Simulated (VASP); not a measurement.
# CaSe (P4/mmm) in VASP: single point with HSE06

Aim: the single point of CaSe with HSE06.

Everything below comes from runs of VASP 6.6.1. Logs are shortened: lines on timing, memory, paths and dates and some standing lists are left out, and cuts for length are marked.

### 1 The cell of the first run

The structure is tetragonal, space group P4/mmm (No. 123). The conventional cell has a = 3.635 Å, b = 3.635 Å, c = 3.458 Å, α = 90.00°, β = 90.00°, γ = 90.00°. Ca (site symmetry 4/mmm) has 8 Se at 3.10 Å and 6 Ca at 3.46 to 3.63 Å within 4.1 Å. Se (site symmetry 4/mmm) has 8 Ca at 3.10 Å and 6 Se at 3.46 to 3.63 Å within 4.1 Å.

### 2 Single point, HSE06 (uniaxial z strain -4.8%)

The input, POSCAR:

```
CaSe
1.0
    3.6347849189      0.0000000000      0.0000000000
    0.0000000000      3.6347849189      0.0000000000
    0.0000000000      0.0000000000      3.4584978503
Ca Se
1 1
Direct
    0.0000000000      0.0000000000      0.0000000000
    0.5000000000      0.5000000000      0.5000000000
```

The input, INCAR.step1:

```
SYSTEM = CaSe
PREC     = Accurate       ! precision mode
ENCUT    = 520            ! plane-wave cutoff, eV
EDIFF    = 1E-5           ! SCF threshold, eV
ISMEAR   = 0              ! smearing method
SIGMA    = 0.01           ! smearing width, eV
LREAL    = .False.        ! projectors in reciprocal space
LASPH    = .True.         ! aspherical terms in the spheres
NELM     = 100            ! most SCF steps
ALGO     = Normal         ! electronic algorithm
ISIF     = 2              ! what is computed and relaxed
LWAVE    = .True.         ! write WAVECAR
LCHARG   = .False.        ! write CHGCAR
GGA      = PE             ! functional
NBANDS   = 15             ! bands
KPAR     = 4
```

The input, INCAR.step2:

```
SYSTEM = CaSe
PREC     = Accurate       ! precision mode
ENCUT    = 520            ! plane-wave cutoff, eV
EDIFF    = 1E-6           ! SCF threshold, eV
ISMEAR   = 0              ! smearing method
SIGMA    = 0.01           ! smearing width, eV
LREAL    = .False.        ! projectors in reciprocal space
LASPH    = .True.         ! aspherical terms in the spheres
NELM     = 100            ! most SCF steps
ALGO     = Normal         ! electronic algorithm
ISIF     = 2              ! what is computed and relaxed
LWAVE    = .False.        ! write WAVECAR
LCHARG   = .False.        ! write CHGCAR
GGA      = PE             ! functional
LHFCALC  = .True.         ! exact exchange
HFSCREEN = 0.2079         ! screening, 1/A
PRECFOCK = Normal       
ISTART   = 1            
NBANDS   = 15             ! bands
KPAR     = 4
```

The input, KPOINTS:

```
regular mesh
0
Gamma
  6 6 6
  0 0 0
```

Potentials or basis: VASP PAW PBE potentials, release 64 (Ca_sv, Se).

Launch:

```
$ cat potpaw_PBE.64/Ca_sv/POTCAR potpaw_PBE.64/Se/POTCAR > POTCAR
$ cp INCAR.step1 INCAR
$ mpirun -np 4 vasp_std > vasp.out
$ cp INCAR.step2 INCAR
$ mpirun -np 4 vasp_std > vasp.out
```

OUTCAR:

```text
SYSTEM = CaSe
   PREC = Accurate
   ENCUT = 520
   EDIFF = 1E-6
   ISMEAR = 0
   LREAL = .False.
   LASPH = .True.
   NELM = 100
   ISIF = 2
   GGA = PE
   LHFCALC = .True.
   HFSCREEN = 0.2079
   PRECFOCK = Normal
   ISTART = 1

 ion  position               nearest neighbor table
   1  0.000  0.000  0.000-
   2  0.500  0.500  0.500-

  LATTYP: Found a simple tetragonal cell.
 ALAT       =     3.6347849189
 C/A-ratio  =     0.9515000000

  Lattice vectors:

 A1 = (   3.6347849189,   0.0000000000,   0.0000000000)
 A2 = (   0.0000000000,   3.6347849189,   0.0000000000)
 A3 = (   0.0000000000,   0.0000000000,   3.4584978503)

Analysis of symmetry for initial positions (statically):
=====================================================================
 Subroutine PRICEL returns:
 Original cell was already a primitive cell.

 Routine SETGRP: Setting up the symmetry group for a
 simple tetragonal supercell.

 Subroutine GETGRP returns: Found 16 space group operations
 (whereof 16 operations were pure point group operations)
 out of a pool of 16 trial point group operations.

The static configuration has the point symmetry D_4h.

Analysis of symmetry for dynamics (positions and initial velocities):
=====================================================================
 Subroutine PRICEL returns:
 Original cell was already a primitive cell.

 Routine SETGRP: Setting up the symmetry group for a
 simple tetragonal supercell.

 Subroutine GETGRP returns: Found 16 space group operations
 (whereof 16 operations were pure point group operations)
 out of a pool of 16 trial point group operations.

The dynamic configuration has the point symmetry D_4h.

 Subroutine INISYM returns: Found 16 space group operations
 (whereof 16 operations are pure point group operations),
 and found     1 'primitive' translations

----------------------------------------------------------------------------------------

                                     Primitive cell

  volume of cell :      45.6925

  direct lattice vectors                    reciprocal lattice vectors
     3.634784919  0.000000000  0.000000000     0.275119442  0.000000000  0.000000000
     0.000000000  3.634784919  0.000000000     0.000000000  0.275119442  0.000000000
     0.000000000  0.000000000  3.458497850     0.000000000  0.000000000  0.289142872

  length of vectors
     3.634784919  3.634784919  3.458497850     0.275119442  0.275119442  0.289142872

  position of ions in fractional coordinates (direct lattice)
     0.000000000  0.000000000  0.000000000
     0.500000000  0.500000000  0.500000000

  ion indices of the primitive-cell ions
   primitive index   ion index
                 1           1
                 2           2

----------------------------------------------------------------------------------------

 KPOINTS: regular mesh

Automatic generation of k-mesh.
 Grid dimensions read from file:
 generate k-points for:    6    6    6

 Generating k-lattice:

  Cartesian coordinates                     Fractional coordinates (reciprocal lattice)
     0.045853240  0.000000000  0.000000000     0.166666667  0.000000000  0.000000000
     0.000000000  0.045853240  0.000000000     0.000000000  0.166666667  0.000000000
     0.000000000  0.000000000  0.048190479     0.000000000  0.000000000  0.166666667

  Length of vectors
     0.045853240  0.045853240  0.048190479

  Shift w.r.t. Gamma in fractional coordinates (k-lattice)
     0.000000000  0.000000000  0.000000000

 Subroutine IBZKPT returns following result:
 ===========================================

 Found     40 irreducible k-points:

 Following reciprocal coordinates:
            Coordinates               Weight
  0.000000  0.000000  0.000000      1.000000
  0.166667  0.000000  0.000000      4.000000
  0.333333  0.000000  0.000000      4.000000
  0.500000  0.000000  0.000000      2.000000
  0.166667  0.166667  0.000000      4.000000
  0.333333  0.166667  0.000000      8.000000
[... 16 lines left out ...]
  0.333333  0.000000  0.333333      8.000000
  0.500000  0.000000  0.333333      4.000000
 [... further k-points ...]
   k-points           NKPTS =     40   k-points in BZ     NKDIM =    216   number of bands    NBANDS=     15
   number of dos      NEDOS =    301   number of ions     NIONS =      2
   total plane-waves  NPLWV =  21952
   dimension x,y,z NGX =    28 NGY =   28 NGZ =   28
   dimension x,y,z NGXF=    56 NGYF=   56 NGZF=   56
   ions per type =               1   1
   NGX,Y,Z   is equivalent  to a cutoff of  12.81, 12.81, 13.46 a.u.
   NGXF,Y,Z  is equivalent  to a cutoff of  25.61, 25.61, 26.92 a.u.
 SYSTEM =  CaSe
   PREC   = accura    normal or accurate (medium, high low for compatibility)
   ISTART =      1    job   : 0-new  1-cont  2-samecut
   ICHARG =      0    charge: 1-file 2-atom 10-const
   ISPIN  =      1    spin polarized calculation?
   LNONCOLLINEAR =      F non collinear calculations
   LSORBIT =      F    spin-orbit coupling
   LASPH  =      T    aspherical Exc in radial PAW
   ENCUT  =  520.0 eV  38.22 Ry    6.18 a.u.   6.76  6.76  6.43*2*pi/ulx,y,z
   NELM   =    100;   NELMIN=  2; NELMDL=  0     # of ELM steps
   EDIFF  = 0.1E-05   stopping-criterion for ELM
   LREAL  =      F    real-space projection
   EDIFFG = 0.1E-04   stopping-criterion for IOM
   NSW    =      0    number of steps for IOM
   IBRION =     -1    ionic relax: 0-MD 1-quasi-New 2-CG
   NFREE  =      0    steps in history (QN), initial steepest desc. (CG)
   ISIF   =      2    stress and relaxation
   ISYM   =      3    0-nonsym 1-usesym 2-fastsym
   POTIM  = 0.5000    time-step for ionic-motion
   TEBEG  =    0.0;   TEEND  =   0.0 temperature during run
   PSTRESS=    0.0 pullay stress
   NELECT =      16.0000    total number of electrons
   NUPDOWN=      -1.0000    fix difference up-down
   EMIN   =  10.00;   EMAX   =-10.00  energy-range for DOS
   EFERMI =   0.00;   METHOD = LEGACY
   ISMEAR =     0;   SIGMA  =   0.01  broadening in eV -4-tet -1-fermi 0-gaus
   EFERMI_NEDOS =   21; number of points for ismear=-14 and -15
   IALGO  =     38    algorithm
   IMIX   =      1    mixing-type and parameters
     AMIX     =   0.40;   BMIX     =  1.00
     AMIX_MAG =   1.60;   BMIX_MAG =  1.00
  volume/ion in A,a.u.               =      22.85       154.17
  Fermi-wavevector in a.u.,A,eV,Ry     =   1.153896  2.180546 18.115817  1.331475
  Thomas-Fermi vector in A             =   2.290536
   LORBIT       =      0    0 simple, 1 ext, 2 COOP (PROOUT), +10 PAW based schemes
   GGA     = PE    functional components
   LHFCALC =     T    Hartree Fock is set to
   PRECFOCK=normal    Normal, Fast or Accurate (Low or Medium for compatibility)
   ENCUT4O =  -1.0   cutoff for four orbital integrals eV
   NKREDX  =     1    reduce k-point grid by
   NKREDY  =     1    reduce k-point grid by
   NKREDZ  =     1    reduce k-point grid by
   AEXX    =    0.2500 exact exchange contribution
   HFSCREEN=    0.2079 screening length (either q_TF or 0.3 A-1)
   HFSCREENC=   0.2079 screening length for correlation (either q_TF or 0.3 A-1)
   ENCUTFOCK=  -1.0 apply spherical cutoff to Coloumb kernel
   IVDW    =     0    specifies the selected vdW correction
   LEPSILON=     F    determine dielectric tensor
   LRPA    =     F    only Hartree local field effects (RPA)
 non-spin polarized calculation
 Gauss-broadening in eV      SIGMA  =   0.01
  energy-cutoff  :      520.00
  volume of cell :       45.69
 maximum number of plane-waves:      1253
 NGX is ok and might be reduce to    28
  NGX = 24; NGY = 24; NGZ = 20

 number of electron      16.0000004 magnetization

 Free energy of the ion-electron system (eV)
  ---------------------------------------------------
  ext. energy  EPLUGINS =         0.00000000
  ---------------------------------------------------
  free energy    TOTEN  =        -9.88351090 eV

  energy without entropy =       -9.88351090  energy(sigma->0) =       -9.88351090

 E-fermi :   4.7399     XC(G=0):  -8.1285

 val. band max:        4.6220455327   @ k =   0.5000   0.5000   0.0000
 cond. band min:       5.5654372146   @ k =   0.5000   0.5000   0.0000
 fundamental gap:      0.9433916819
 Fermi energy:         4.7399029447

 k-point     1 :       0.0000    0.0000    0.0000
  band No.  band energies     occupation
      1     -40.2687      2.00000
      2     -19.7291      2.00000
      3     -19.7291      2.00000
      4     -19.7238      2.00000
      5     -10.3049      2.00000
      6       3.0086      2.00000
      7       3.0086      2.00000
      8       3.7226      2.00000
      9       6.0393      0.00000
     10       6.1037      0.00000
     11       7.5679      0.00000
     12       9.9533      0.00000
     13      10.2368      0.00000
     14      10.2368      0.00000
     15      14.7928      0.00000

 k-point     2 :       0.1667    0.0000    0.0000
  band No.  band energies     occupation
      1     -40.2653      2.00000
      2     -19.7830      2.00000
      3     -19.7234      2.00000
      4     -19.7189      2.00000
      5     -10.1080      2.00000
      6       1.3457      2.00000
      7       2.9522      2.00000
      8       3.6782      2.00000
      9       6.3219      0.00000
     10       7.1061      0.00000
     11       8.7930      0.00000
     12      10.1494      0.00000
     13      10.3101      0.00000
     14      10.3879      0.00000
     15      13.9281      0.00000
[... 365 lines left out ...]
      3     -19.8416      2.00000
      4     -19.6910      2.00000
      5      -9.1910      2.00000
      6       0.1128      2.00000
      7       0.6140      2.00000
      8       3.4740      2.00000
      9       7.0591      0.00000
     10       8.4798      0.00000
     11       8.7960      0.00000
     12       9.9792      0.00000
     13      10.2214      0.00000
     14      11.6263      0.00000
     15      14.0277      0.00000

 k-point    24 :       0.5000    0.0000    0.3333
  band No.  band energies     occupation
      1     -40.2373      2.00000
      2     -19.9067      2.00000
      3     -19.8875      2.00000
      4     -19.6866      2.00000
      5      -9.0620      2.00000
      6      -0.2765      2.00000
      7       0.7126      2.00000
      8       3.6751      2.00000
      9       6.5995      0.00000
     10       8.4719      0.00000
     11       8.7081      0.00000
     12       9.3252      0.00000
     13      10.7452      0.00000
     14      11.8626      0.00000
     15      13.5573      0.00000

 [... further k-points ...]

------------------------ aborting loop because EDIFF is reached ----------------------------------------

  FORCE on cell =-STRESS in cart. coord.  units (eV):
  Direction    XX          YY          ZZ          XY          YZ          ZX
  --------------------------------------------------------------------------------------
  -------------------------------------------------------------------------------------
  Total        0.0589623      0.0589623      2.6705844      0.0000000     -0.0000000      0.0000000
  in kB        2.0674752      2.0674752     93.6422737      0.0000000     -0.0000000      0.0000000
  external PRESSURE =      32.5924080 kB  Pullay stress =       0.0000000 kB

 VOLUME and BASIS-vectors are now :
 -----------------------------------------------------------------------------
  energy-cutoff  :      520.00
  volume of cell :       45.69
      direct lattice vectors                 reciprocal lattice vectors
     3.634784919  0.000000000  0.000000000     0.275119442  0.000000000  0.000000000
     0.000000000  3.634784919  0.000000000     0.000000000  0.275119442  0.000000000
     0.000000000  0.000000000  3.458497850     0.000000000  0.000000000  0.289142872

 POSITION                                       TOTAL-FORCE (eV/Angst)
 -----------------------------------------------------------------------------------
      0.00000      0.00000      0.00000         0.000000      0.000000      0.000000
      1.81739      1.81739      1.72925         0.000000      0.000000      0.000000
 -----------------------------------------------------------------------------------
    total drift:                                0.000000      0.000000      0.000000

  FREE ENERGIE OF THE ION-ELECTRON SYSTEM (eV)
  ---------------------------------------------------
  free  energy   TOTEN  =        -9.8835108995 eV

  energy  without entropy=       -9.8835108995  energy(sigma->0) =       -9.88351090
```

Wall time 21 min (4 MPI ranks of Intel Xeon Platinum 8259CL at 2.50GHz (Skylake/Cascade Lake), shared host); peak memory 0.29 GiB.

Results:

* Free energy: -9.8835 eV
* Pressure: 3.3 GPa
* Band gap on the k mesh: 0.94 eV

Stress tensor (GPa, compression positive):
```
0.21 0.00 0.00
0.00 0.21 0.00
0.00 0.00 9.36
```

Caveat: the cell differs from its parent crystal (uniaxial z strain -4.8%); the stress differs along the axes, from 0 to 9 GPa; the structure was generated, so it needn't be the stable form of CaSe; the PAW data sets were made with another functional, which shifts forces and pressure a little. A k mesh can miss the band edges.
